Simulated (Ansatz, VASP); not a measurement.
Ni: VASP beside Ansatz

```
Ni
1.0
     0.00000    1.83867    1.90939
     1.83867    0.00000    1.90939
     1.83867    1.83867    0.00000
Ni
1
Direct
  0.00000 0.00000 0.00000
```

Change from the starting cell: strain +0.040 along x and y, +0.080 along z, atoms carried along.

Alike in both runs: task single point; functional PBEsol; k mesh 22 × 22 × 22; occupations gaussian, width 0.15 eV; collinear spin.

```csv
,VASP,Ansatz
version,VASP 6.6.1,Ansatz 0.2.0
potentials or method,"VASP PAW PBE potentials, release 64 (Ni), cutoff 520 eV","scalar-relativistic, plane waves, PAW"
valence electrons in the cell,10,18
```

Ansatz gave:

| Item | Value |
| --- | --- |
| gap on the k mesh at the Fermi level (eV) | none |
| pressure (GPa) | -29.3 |
| traceless stress, the component that is largest in VASP (GPa) | -2.02 |
| net moment per atom (μB) | 0.69 |
| size of the moment on the site where the two differ most (μB) | 0.73 |

Question: What did VASP give for the same quantities?

Answer: gap on the k mesh at the Fermi level (eV): none; pressure (GPa): -29.0; traceless stress, the component that is largest in VASP (GPa): -1.96; net moment per atom (μB): 0.67; size of the moment on the site where the two differ most (μB): 0.69.

VASP's potentials were made for PBE, not for PBEsol. Site moments also hang on the region over which each program counts them. A gap of «none» marks a metal or a gap that the smearing closes. Both programs put the cell under strong tension, so it lies far from rest at this level. VASP's potentials hold 10 valence electrons a cell and Ansatz's 18, so a difference there can come from the potentials and not from the codes.
